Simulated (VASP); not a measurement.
Wanted: the native input for a VASP 6.6.1 run.

```
Task                   : single point
Functional             : r2SCAN
Potentials or basis    : VASP PAW PBE potentials, release 64 (In_d, P)
Cutoff                 : 520 eV
k mesh                 : 8 × 8 × 8
Occupations            : gaussian, width 0.05 eV
Spin                   : no spin polarisation
Dipole correction      : no
Further INCAR settings : ALGO = Normal; EDIFF = 1e-06; NBANDS = 16
```

The system is InP.

```xyz
2
Lattice="0.0000 2.9305 2.9305 2.9305 0.0000 2.9305 2.9305 2.9305 0.0000" Properties=species:S:1:pos:R:3 pbc="T T T"
In    0.0000    0.0000    0.0000
P     4.3957    4.3957    4.3957
```

These files were run (other wordings do the same):

POSCAR

```
InP
1.0
    0.0000000000      2.9305000000      2.9305000000
    2.9305000000      0.0000000000      2.9305000000
    2.9305000000      2.9305000000      0.0000000000
In P
1 1
Direct
    0.0000000000      0.0000000000      0.0000000000
    0.7500000000      0.7500000000      0.7500000000
```

INCAR.step1

```
  ALGO = Normal
  EDIFF = 1E-4
  ENCUT = 520
  GGA = PE
  ISMEAR = 0
  LASPH = True
  LCHARG = False
  LREAL = False
  LWAVE = True
  NBANDS = 16
  NELM = 80
  PREC = Accurate
  SIGMA = 0.05
```

INCAR.step2

```
  ALGO = Normal
  EDIFF = 1E-6
  ENCUT = 520
  ISIF = 2
  ISMEAR = 0
  ISTART = 1
  LASPH = True
  LCHARG = True
  LELF = True
  LMIXTAU = True
  LREAL = False
  LVHAR = True
  LWAVE = False
  METAGGA = R2SCAN
  NBANDS = 16
  NELM = 80
  PREC = Accurate
  SIGMA = 0.05
```

KPOINTS

```
k-points
0
Gamma
  8 8 8
```

Potentials or basis: VASP PAW PBE potentials, release 64 (In_d, P).

Command:

```sh
$ cat potpaw_PBE.64/In_d/POTCAR potpaw_PBE.64/P/POTCAR > POTCAR
$ cp INCAR.step1 INCAR
$ mpirun -np 1 vasp_std > vasp.out
$ cp INCAR.step2 INCAR
$ mpirun -np 1 vasp_std > vasp.out
```

It gave:

| Quantity | Value |
| --- | --- |
| Pressure | 1.6 GPa |
| Band gap on the k mesh | 1.17 eV, direct |

Caveat: the PAW data sets were made with another functional, which shifts forces and pressure a little; spin-orbit coupling is left out, which moves the levels of the heavy elements.

Run time: 55 s on 1 thread of AMD EPYC 9R45 96-Core Processor (Zen 5) (shared host), peak memory 0.16 GiB.
